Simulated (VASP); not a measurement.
# SnO (P4/nmm) in VASP: notebook

Runs on SnO. Level: LDA. Tasks: electric field gradients.

Everything below comes from runs of VASP 6.6.1. Logs are shortened: lines on timing, memory, paths and dates and some standing lists are left out, and cuts for length are marked.

## 1. The cell of the first run

The structure is tetragonal, space group P4/nmm (No. 129). The conventional cell has a = 3.802 Å, b = 3.802 Å, c = 4.836 Å, α = 90.00°, β = 90.00°, γ = 90.00°. Sn (site symmetry 4mm) has 4 O at 2.22 Å within 2.9 Å. Within 2.9 Å of O (site symmetry -4m2) lie 4 Sn at 2.22 Å and 4 O at 2.69 Å.

## 2. Electric field gradients, LDA

INCAR

```
SYSTEM = SnO
  PREC = Accurate
  ENCUT = 520
  EDIFF = 1E-8
  ISMEAR = -1
  SIGMA = 0.02
  LREAL = .False.
  LASPH = .True.
  NELM = 100
  ALGO = Normal
  ISIF = 2
  LWAVE = .False.
  LCHARG = .False.
  GGA = CA
  LEFG = .True.
  NBANDS = 28
```

KPOINTS

```
regular mesh
0
Gamma
  6 6 5
  0 0 0
```

POSCAR

```
SnO
1.0
    3.8020000000      0.0000000000      0.0000000000
    0.0000000000      3.8020000000      0.0000000000
    0.0000000000      0.0000000000      4.8360000000
Sn O
2 2
Direct
    0.0000000000      0.5000000000      0.2385000000
    0.5000000000      0.0000000000      0.7615000000
    0.0000000000      0.0000000000      0.0000000000
    0.5000000000      0.5000000000      0.0000000000
```

Potentials or basis: VASP PAW LDA potentials, release 64 (Sn_d, O).

Started as:

```
$ cat potpaw_LDA.64/Sn_d/POTCAR potpaw_LDA.64/O/POTCAR > POTCAR
$ mpirun -np 1 vasp_std > vasp.out
```

OUTCAR:

```text
SYSTEM = SnO
   PREC = Accurate
   ENCUT = 520
   EDIFF = 1E-8
   ISMEAR = -1
   LREAL = .False.
   LASPH = .True.
   NELM = 100
   ISIF = 2
   GGA = CA

 ion  position               nearest neighbor table
   1  0.000  0.500  0.239-   3 2.22   4 2.22   3 2.22   4 2.22   2 3.54   2 3.54   2 3.54   2 3.54
                             2 3.69   2 3.69   2 3.69   2 3.69
   2  0.500  0.000  0.761-   3 2.22   4 2.22   4 2.22   3 2.22   1 3.54   1 3.54   1 3.54   1 3.54
                             1 3.69   1 3.69   1 3.69   1 3.69
   3  0.000  0.000  0.000-   1 2.22   2 2.22   1 2.22   2 2.22
   4  0.500  0.500  0.000-   1 2.22   2 2.22   2 2.22   1 2.22

  LATTYP: Found a simple tetragonal cell.
 ALAT       =     3.8020000000
 C/A-ratio  =     1.2719621252

  Lattice vectors:

 A1 = (   3.8020000000,   0.0000000000,   0.0000000000)
 A2 = (   0.0000000000,   3.8020000000,   0.0000000000)
 A3 = (   0.0000000000,   0.0000000000,   4.8360000000)

Analysis of symmetry for initial positions (statically):
=====================================================================
 Subroutine PRICEL returns:
 Original cell was already a primitive cell.

 Routine SETGRP: Setting up the symmetry group for a
 simple tetragonal supercell.

 Subroutine GETGRP returns: Found 16 space group operations
 (whereof  8 operations were pure point group operations)
 out of a pool of 16 trial point group operations.

The static configuration has the point symmetry D_2d.
 The point group associated with its full space group is D_4h.

Analysis of symmetry for dynamics (positions and initial velocities):
=====================================================================
 Subroutine PRICEL returns:
 Original cell was already a primitive cell.

 Routine SETGRP: Setting up the symmetry group for a
 simple tetragonal supercell.

 Subroutine GETGRP returns: Found 16 space group operations
 (whereof  8 operations were pure point group operations)
 out of a pool of 16 trial point group operations.

The dynamic configuration has the point symmetry D_2d.
 The point group associated with its full space group is D_4h.

 Subroutine INISYM returns: Found 16 space group operations
 (whereof  8 operations are pure point group operations),
 and found     1 'primitive' translations

----------------------------------------------------------------------------------------

                                     Primitive cell

  volume of cell :      69.9054

  direct lattice vectors                    reciprocal lattice vectors
     3.802000000  0.000000000  0.000000000     0.263019463  0.000000000  0.000000000
     0.000000000  3.802000000  0.000000000     0.000000000  0.263019463  0.000000000
     0.000000000  0.000000000  4.836000000     0.000000000  0.000000000  0.206782465

  length of vectors
     3.802000000  3.802000000  4.836000000     0.263019463  0.263019463  0.206782465

  position of ions in fractional coordinates (direct lattice)
     0.000000000  0.500000000  0.238500000
     0.500000000  0.000000000  0.761500000
     0.000000000  0.000000000  0.000000000
     0.500000000  0.500000000  0.000000000

  ion indices of the primitive-cell ions
   primitive index   ion index
                 1           1
                 2           2
                 3           3
                 4           4

----------------------------------------------------------------------------------------

 KPOINTS: regular mesh

Automatic generation of k-mesh.
 Grid dimensions read from file:
 generate k-points for:    6    6    5
[... 45 lines left out ...]
 [... further k-points ...]
   k-points           NKPTS =     30   k-points in BZ     NKDIM =     30   number of bands    NBANDS=     28
   number of dos      NEDOS =    301   number of ions     NIONS =      4
   total plane-waves  NPLWV =  28224
   dimension x,y,z NGX =    28 NGY =   28 NGZ =   36
   dimension x,y,z NGXF=    56 NGYF=   56 NGZF=   72
   ions per type =               2   2
   NGX,Y,Z   is equivalent  to a cutoff of  12.24, 12.24, 12.38 a.u.
   NGXF,Y,Z  is equivalent  to a cutoff of  24.49, 24.49, 24.75 a.u.
 SYSTEM =  SnO
   PREC   = accura    normal or accurate (medium, high low for compatibility)
   ISTART =      0    job   : 0-new  1-cont  2-samecut
   ICHARG =      2    charge: 1-file 2-atom 10-const
   ISPIN  =      1    spin polarized calculation?
   LNONCOLLINEAR =      F non collinear calculations
   LSORBIT =      F    spin-orbit coupling
   LASPH  =      T    aspherical Exc in radial PAW
   ENCUT  =  520.0 eV  38.22 Ry    6.18 a.u.   7.07  7.07  8.99*2*pi/ulx,y,z
   NELM   =    100;   NELMIN=  2; NELMDL= -5     # of ELM steps
   EDIFF  = 0.1E-07   stopping-criterion for ELM
   LREAL  =      F    real-space projection
   EDIFFG = 0.1E-06   stopping-criterion for IOM
   NSW    =      0    number of steps for IOM
   IBRION =     -1    ionic relax: 0-MD 1-quasi-New 2-CG
   NFREE  =      0    steps in history (QN), initial steepest desc. (CG)
   ISIF   =      2    stress and relaxation
   ISYM   =      2    0-nonsym 1-usesym 2-fastsym
   POTIM  = 0.5000    time-step for ionic-motion
   TEBEG  =    0.0;   TEEND  =   0.0 temperature during run
   PSTRESS=    0.0 pullay stress
   NELECT =      40.0000    total number of electrons
   NUPDOWN=      -1.0000    fix difference up-down
   EMIN   =  10.00;   EMAX   =-10.00  energy-range for DOS
   EFERMI =   0.00;   METHOD = LEGACY
   ISMEAR =    -1;   SIGMA  =   0.02  broadening in eV -4-tet -1-fermi 0-gaus
   EFERMI_NEDOS =   21; number of points for ismear=-14 and -15
   IALGO  =     38    algorithm
   IMIX   =      4    mixing-type and parameters
     AMIX     =   0.40;   BMIX     =  1.00
     AMIX_MAG =   1.60;   BMIX_MAG =  1.00
  volume/ion in A,a.u.               =      17.48       117.94
  Fermi-wavevector in a.u.,A,eV,Ry     =   1.359121  2.568365 25.132801  1.847209
  Thomas-Fermi vector in A             =   2.485896
   LORBIT       =      0    0 simple, 1 ext, 2 COOP (PROOUT), +10 PAW based schemes
   GGA     = CA    functional components
   LHFCALC =     F    Hartree Fock is set to
   AEXX    =    0.0000 exact exchange contribution
   IVDW    =     0    specifies the selected vdW correction
   LEPSILON=     F    determine dielectric tensor
   LRPA    =     F    only Hartree local field effects (RPA)
 non-spin polarized calculation
  energy-cutoff  :      520.00
  volume of cell :       69.91
 maximum number of plane-waves:      1898
   NGX = 15   NGY = 15   NGZ = 17

 number of electron      39.9999990 magnetization

 Free energy of the ion-electron system (eV)
  ---------------------------------------------------
  ext. energy  EPLUGINS =         0.00000000
  ---------------------------------------------------
  free energy    TOTEN  =       -25.70906137 eV

  energy without entropy =      -25.70881727  energy(sigma->0) =      -25.70893932

 E-fermi :   6.8837     XC(G=0): -10.6784

 val. band max:        6.8448864969   @ k =   0.0000   0.0000   0.0000
 cond. band min:       6.9332914433   @ k =   0.5000   0.5000   0.0000
 fundamental gap:      0.0884049465
 Fermi energy:         6.8837450899

 k-point     1 :       0.0000    0.0000    0.0000
  band No.  band energies     occupation
      1     -14.9958      2.00000
      2     -14.5735      2.00000
      3     -14.5735      2.00000
      4     -14.5686      2.00000
      5     -14.5184      2.00000
      6     -14.5159      2.00000
[... 733 lines left out ...]
     27      15.9010      0.00000
     28      15.9010      0.00000

 [... further k-points ...]

------------------------ aborting loop because EDIFF is reached ----------------------------------------

  FORCE on cell =-STRESS in cart. coord.  units (eV):
  Direction    XX          YY          ZZ          XY          YZ          ZX
  --------------------------------------------------------------------------------------
  -------------------------------------------------------------------------------------
  Total       -1.1259950     -1.1259950     -1.0491694      0.0000000      0.0000000      0.0000000
  in kB      -25.8069408    -25.8069408    -24.0461564      0.0000000      0.0000000      0.0000000
  external PRESSURE =     -25.2200127 kB  Pullay stress =       0.0000000 kB

 VOLUME and BASIS-vectors are now :
 -----------------------------------------------------------------------------
  energy-cutoff  :      520.00
  volume of cell :       69.91
      direct lattice vectors                 reciprocal lattice vectors
     3.802000000  0.000000000  0.000000000     0.263019463  0.000000000  0.000000000
     0.000000000  3.802000000  0.000000000     0.000000000  0.263019463  0.000000000
     0.000000000  0.000000000  4.836000000     0.000000000  0.000000000  0.206782465

 POSITION                                       TOTAL-FORCE (eV/Angst)
 -----------------------------------------------------------------------------------
      0.00000      1.90100      1.15339         0.000000      0.000000     -0.150877
      1.90100      0.00000      3.68261        -0.000000      0.000000      0.150877
      0.00000      0.00000      0.00000         0.000000     -0.000000      0.000000
      1.90100      1.90100      0.00000         0.000000      0.000000      0.000000
 -----------------------------------------------------------------------------------
    total drift:                                0.000000      0.000000      0.000000

  FREE ENERGIE OF THE ION-ELECTRON SYSTEM (eV)
  ---------------------------------------------------
  free  energy   TOTEN  =       -25.7090613739 eV

  energy  without entropy=      -25.7088172711  energy(sigma->0) =      -25.70893932

 Electric field gradients (V/A^2)
---------------------------------------------------------------------
 ion       V_xx      V_yy      V_zz      V_xy      V_xz      V_yz
---------------------------------------------------------------------
   1      82.439    82.439  -164.878    -0.000    -0.000     0.000
   2      82.439    82.439  -164.878     0.000     0.000     0.000
   3      -0.979    -0.979     1.958     0.000    -0.000     0.000
   4      -0.979    -0.979     1.958    -0.000    -0.000    -0.000
---------------------------------------------------------------------

 Electric field gradients after diagonalization (V/A^2)
 (convention: |V_zz| > |V_xx| > |V_yy|)
----------------------------------------------------------------------
 ion       V_xx      V_yy      V_zz     asymmetry (V_yy - V_xx)/ V_zz
----------------------------------------------------------------------
   1      82.439    82.439  -164.878       0.000
   2      82.439    82.439  -164.878       0.000
   3      -0.979    -0.979     1.958       0.000
   4      -0.979    -0.979     1.958       0.000
----------------------------------------------------------------------

           NMR quadrupolar parameters

 Cq : quadrupolar parameter    Cq=e*Q*V_zz/h
 eta: asymmetry parameters     (V_yy - V_xx)/ V_zz
 Q  : nuclear electric quadrupole moment in mb (millibarn)
----------------------------------------------------------------------
 ion       Cq(MHz)       eta       Q (mb)
----------------------------------------------------------------------
   1      -0.399       0.000       1.000
   2      -0.399       0.000       1.000
   3       0.005       0.000       1.000
   4       0.005       0.000       1.000
----------------------------------------------------------------------
```

Wall time 55 s (1 thread of Intel Xeon 6975P-C, shared host); peak memory 0.18 GiB.

Results:

- Free energy: -25.7091 eV
- Pressure: -2.5 GPa
- Largest force: 0.151 eV/Å
- Band gap on the k mesh: 0.09 eV, indirect (least direct gap 1.96 eV)

Forces in eV/Å, atoms in the order of the input:
```
Sn   0.000  0.000 -0.151
Sn   0.000  0.000  0.151
O    0.000  0.000  0.000
O    0.000  0.000  0.000
```

Stress tensor (GPa, compression positive):
```
-2.58  0.00  0.00
 0.00 -2.58  0.00
 0.00  0.00 -2.40
```

Electric field gradients, principal values (V/Å²):
```csv
atom,least,middle,greatest (by size)
1 Sn,82.439,82.439,-164.878
2 Sn,82.439,82.439,-164.878
3 O,-0.979,-0.979,1.958
4 O,-0.979,-0.979,1.958
```

Caveat: without QUAD_EFG the Cq values of the log hold for a quadrupole moment of 1 mb, not for the nuclei; spin-orbit coupling is left out, which moves the levels of the heavy elements.

## 3. Electric field gradients, LDA (volume scaled by 0.96)

INCAR

```
PREC     = Accurate       # precision mode
ENCUT    = 520            # plane-wave cutoff, eV
EDIFF    = 1E-8           # SCF threshold, eV
ISMEAR   = -1             # smearing method
SIGMA    = 0.02           # smearing width, eV
LREAL    = False          # projectors in reciprocal space
LASPH    = True           # aspherical terms in the spheres
NELM     = 60             # most SCF steps
ALGO     = Normal         # electronic algorithm
ISIF     = 2              # what is computed and relaxed
LWAVE    = False          # write WAVECAR
LCHARG   = False          # write CHGCAR
LEFG     = True         
NBANDS   = 28             # bands
```

KPOINTS

```
regular mesh
0
Gamma
  6 6 5
```

POSCAR

```
SnO
1.0
    3.7506153226      0.0000000000      0.0000000000
    0.0000000000      3.7506153226      0.0000000000
    0.0000000000      0.0000000000      4.7706406366
Sn O
2 2
Direct
    0.0000000000      0.5000000000      0.2385000000
    0.5000000000      0.0000000000      0.7615000000
    0.0000000000      0.0000000000      0.0000000000
    0.5000000000      0.5000000000      0.0000000000
```

Potentials or basis: VASP PAW LDA potentials, release 64 (Sn_d, O).

Started as:

```
$ cat potpaw_LDA.64/Sn_d/POTCAR potpaw_LDA.64/O/POTCAR > POTCAR
$ mpirun -np 1 vasp_std > vasp.out
```

OUTCAR:

```text
PREC = Accurate
   ENCUT = 520
   EDIFF = 1E-8
   ISMEAR = -1
   LREAL = False
   LASPH = True
   NELM = 60
   ISIF = 2

 ion  position               nearest neighbor table
   1  0.000  0.500  0.239-   3 2.19   4 2.19   3 2.19   4 2.19   2 3.49   2 3.49   2 3.49   2 3.49
                             2 3.64   2 3.64   2 3.64   2 3.64
   2  0.500  0.000  0.761-   3 2.19   4 2.19   4 2.19   3 2.19   1 3.49   1 3.49   1 3.49   1 3.49
                             1 3.64   1 3.64   1 3.64   1 3.64
   3  0.000  0.000  0.000-   1 2.19   2 2.19   1 2.19   2 2.19
   4  0.500  0.500  0.000-   1 2.19   2 2.19   2 2.19   1 2.19

  LATTYP: Found a simple tetragonal cell.
 ALAT       =     3.7506153226
 C/A-ratio  =     1.2719621252

  Lattice vectors:

 A1 = (   3.7506153226,   0.0000000000,   0.0000000000)
 A2 = (   0.0000000000,   3.7506153226,   0.0000000000)
 A3 = (   0.0000000000,   0.0000000000,   4.7706406366)

Analysis of symmetry for initial positions (statically):
=====================================================================
 Subroutine PRICEL returns:
 Original cell was already a primitive cell.

 Routine SETGRP: Setting up the symmetry group for a
 simple tetragonal supercell.
[... 949 lines left out ...]
      0.00000      0.00000      0.00000         0.000000     -0.000000      0.000000
      1.87531      1.87531      0.00000        -0.000000      0.000000      0.000000
 -----------------------------------------------------------------------------------
    total drift:                                0.000000      0.000000      0.000000

  FREE ENERGIE OF THE ION-ELECTRON SYSTEM (eV)
  ---------------------------------------------------
  free  energy   TOTEN  =       -25.7162642113 eV

  energy  without entropy=      -25.7154811212  energy(sigma->0) =      -25.71587267

 Electric field gradients (V/A^2)
---------------------------------------------------------------------
 ion       V_xx      V_yy      V_zz      V_xy      V_xz      V_yz
---------------------------------------------------------------------
   1      84.713    84.713  -169.425     0.000    -0.000     0.000
   2      84.713    84.713  -169.425     0.000     0.000     0.000
   3      -1.444    -1.444     2.889     0.000     0.000     0.000
   4      -1.444    -1.444     2.889    -0.000    -0.000    -0.000
---------------------------------------------------------------------

 Electric field gradients after diagonalization (V/A^2)
 (convention: |V_zz| > |V_xx| > |V_yy|)
----------------------------------------------------------------------
 ion       V_xx      V_yy      V_zz     asymmetry (V_yy - V_xx)/ V_zz
----------------------------------------------------------------------
   1      84.713    84.713  -169.425       0.000
   2      84.713    84.713  -169.425       0.000
   3      -1.444    -1.444     2.889       0.000
   4      -1.444    -1.444     2.889       0.000
----------------------------------------------------------------------

           NMR quadrupolar parameters

 Cq : quadrupolar parameter    Cq=e*Q*V_zz/h
 eta: asymmetry parameters     (V_yy - V_xx)/ V_zz
 Q  : nuclear electric quadrupole moment in mb (millibarn)
----------------------------------------------------------------------
 ion       Cq(MHz)       eta       Q (mb)
----------------------------------------------------------------------
   1      -0.410       0.000       1.000
   2      -0.410       0.000       1.000
   3       0.007       0.000       1.000
   4       0.007       0.000       1.000
----------------------------------------------------------------------
```

OSZICAR:

```text
N       E                     dE             d eps       ncg     rms          rms(c)
DAV:   1     0.416495618081E+03    0.41650E+03   -0.19752E+04  1736   0.221E+03
DAV:   2     0.318698999550E+02   -0.38463E+03   -0.36963E+03  1760   0.545E+02
DAV:   3    -0.264323845837E+02   -0.58302E+02   -0.57414E+02  1844   0.180E+02
DAV:   4    -0.292066849594E+02   -0.27743E+01   -0.27612E+01  1980   0.418E+01
DAV:   5    -0.292732496393E+02   -0.66565E-01   -0.66558E-01  1796   0.699E+00    0.115E+01
DAV:   6    -0.258099917521E+02    0.34633E+01   -0.15098E+01  2712   0.445E+01    0.498E+00
DAV:   7    -0.257690235646E+02    0.40968E-01   -0.18458E+00  2000   0.851E+00    0.244E+00
DAV:   8    -0.257298470408E+02    0.39177E-01   -0.31350E-01  2268   0.378E+00    0.788E-01
DAV:   9    -0.257159847738E+02    0.13862E-01   -0.46738E-02  2604   0.244E+00    0.214E-01
DAV:  10    -0.257165990681E+02   -0.61429E-03   -0.67601E-03  2440   0.751E-01    0.136E-01
DAV:  11    -0.257162501763E+02    0.34889E-03   -0.12077E-03  2552   0.356E-01    0.285E-02
DAV:  12    -0.257162696153E+02   -0.19439E-04   -0.31695E-04  2040   0.103E-01    0.257E-02
DAV:  13    -0.257162640983E+02    0.55171E-05   -0.27270E-05  2296   0.553E-02    0.400E-03
DAV:  14    -0.257162643696E+02   -0.27129E-06   -0.16569E-06  2224   0.116E-02    0.266E-03
DAV:  15    -0.257162642254E+02    0.14418E-06   -0.96710E-07  2504   0.889E-03    0.143E-03
DAV:  16    -0.257162642135E+02    0.11826E-07   -0.11569E-07  2028   0.251E-03    0.573E-04
DAV:  17    -0.257162642113E+02    0.22492E-08   -0.10978E-08   912   0.732E-04
   1 F= -.25716264E+02 E0= -.25715873E+02  d E =-.783090E-03
```

Wall time 43 s (1 thread of Intel Xeon 6975P-C, shared host); peak memory 0.18 GiB.

Results:

```
Free energy            : -25.7163 eV
Pressure               : 1.5 GPa
Largest force          : 0.480 eV/Å
Band gap on the k mesh : zero (band 20 reaches 7.48 eV, above the bottom of band 21 at 7.43 eV)
```

Forces in eV/Å, atoms in the order of the input:
```
Sn   0.000  0.000  0.480
Sn   0.000  0.000 -0.480
O    0.000  0.000  0.000
O    0.000  0.000  0.000
```

Electric field gradients, principal values (V/Å²):
| atom | least | middle | greatest (by size) |
| --- | --- | --- | --- |
| 1 Sn | 84.713 | 84.713 | -169.425 |
| 2 Sn | 84.713 | 84.713 | -169.425 |
| 3 O | -1.444 | -1.444 | 2.889 |
| 4 O | -1.444 | -1.444 | 2.889 |

Caveat: without QUAD_EFG the Cq values of the log hold for a quadrupole moment of 1 mb, not for the nuclei; spin-orbit coupling is left out, which moves the levels of the heavy elements.

(Part 1 of 2 ends here.)
